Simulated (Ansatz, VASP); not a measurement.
**PbF2: VASP beside Ansatz**

Contents of POSCAR:

```
PbF2
1.0
    0.0000000000      2.9636600000      2.9636600000
    2.9636600000      0.0000000000      2.9636600000
    2.9636600000      2.9636600000      0.0000000000
Pb F
1 2
Direct
    0.0000000000      0.0000000000      0.0000000000
    0.7500000000      0.7500000000      0.7500000000
    0.2500000000      0.2500000000      0.2500000000
```

File INCAR.step1:

```
  ALGO = Normal
  EDIFF = 1E-5
  ENCUT = 520
  GGA = PE
  GGA_COMPAT = False
  ISIF = 2
  ISMEAR = -1
  KPAR = 4
  LASPH = True
  LREAL = False
  LWAVE = True
  NBANDS = 21
  NELM = 120
  PREC = Accurate
  SIGMA = 0.05
```

File INCAR.step2:

```
  ALGO = Normal
  EDIFF = 1E-6
  ENCUT = 520
  GGA = PE
  GGA_COMPAT = False
  HFSCREEN = 0.2079
  ISIF = 2
  ISMEAR = -1
  ISTART = 1
  KPAR = 4
  LASPH = True
  LCHARG = True
  LHFCALC = True
  LREAL = False
  LVHAR = True
  LWAVE = False
  NBANDS = 21
  NELM = 120
  PREC = Accurate
  PRECFOCK = Normal
  SIGMA = 0.05
```

The input KPOINTS:

```
k-points
0
Gamma
  6 6 6
```

The input input:

```
crystal:
  lattice:
    - [0.0, 2.96366, 2.96366]
    - [2.96366, 0.0, 2.96366]
    - [2.96366, 2.96366, 0.0]
  atoms:
    - { symbol: Pb, position: [0.0, 0.0, 0.0] }
    - { symbol: F, position: [0.75, 0.75, 0.75] }
    - { symbol: F, position: [0.25, 0.25, 0.25] }
hamiltonian:
  xc: hse06
  pseudopotentials: { kind: paw }
kpoints:
  mp_grid: { grid: [6, 6, 6] }
  band_path:
    path:
      - [[0.0, 0.0, 0.0], [0.5, 0.0, 0.5], [0.5, 0.25, 0.75], [0.375, 0.375, 0.75], [0.0, 0.0, 0.0], [0.5, 0.5, 0.5], [0.625, 0.25, 0.625], [0.5, 0.25, 0.75], [0.5, 0.5, 0.5], [0.375, 0.375, 0.75]]
      - [[0.625, 0.25, 0.625], [0.5, 0.0, 0.5]]
    npoints: 4
scf:
  occupations: { method: fermi_dirac, width: 0.05 }
  n_extra_bands: 7
output:
  forces: true
  stress: true
  eigenvalues: true
  fatbands: false
```

Alike in both runs: functional HSE06; k mesh 6 × 6 × 6; occupations fermi-dirac, width 0.05 eV; no spin polarisation.

|  | VASP | Ansatz |
| --- | --- | --- |
| version | VASP 6.6.1 | Ansatz 0.2.0 |
| potentials or method | VASP PAW PBE potentials, release 64 (Pb_d, F) | Ansatz PAW |
| plane-wave cutoff (eV) | 520 | 420 |
| valence electrons in the cell | 28 | 28 |
| task | single point | band structure |

Ansatz gave:

- gap on the k mesh at the Fermi level (eV): 5.76
- least direct gap on the mesh (eV): 5.86
- pressure (GPa): 0.9

Question: What did VASP give for the same quantities?

Answer: gap on the k mesh at the Fermi level (eV): 5.76; least direct gap on the mesh (eV): 5.86; pressure (GPa): 0.8.

The functional is the same, so the differences come from potentials, cutoffs and numerics.

Neither program's run includes spin-orbit coupling.
